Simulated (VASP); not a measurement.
Here is a VASP 6.6.1 calculation.

INCAR

```
SYSTEM = HfN
  PREC = Accurate
  ENCUT = 520
  EDIFF = 1E-6
  ISMEAR = -1
  SIGMA = 0.05
  LREAL = .False.
  LASPH = .True.
  NELM = 100
  ALGO = Normal
  ISIF = 2
  LWAVE = .False.
  LCHARG = .True.
  GGA = PE
  LELF = .True.
  LVHAR = .True.
  NBANDS = 14
```

The input KPOINTS:

```
regular mesh
0
Gamma
  14 14 14
  0 0 0
```

Contents of POSCAR:

```
HfN
1.0
    2.4346137135      0.0000000000      0.0000000000
    0.0000000000      2.4346137135      0.0000000000
    0.0000000000      0.0000000000      2.4346137135
Hf N
1 1
Direct
    0.0000000000      0.0000000000      0.0000000000
    0.5000000000      0.5000000000      0.5000000000
```

Potentials or basis: VASP PAW PBE potentials, release 64 (Hf_pv, N).

The run is started by

```console
$ cat potpaw_PBE.64/Hf_pv/POTCAR potpaw_PBE.64/N/POTCAR > POTCAR
$ mpirun -np 1 vasp_std > vasp.out
```

**Question.** Estimate the pressure.

**Answer.** 262.2 GPa.
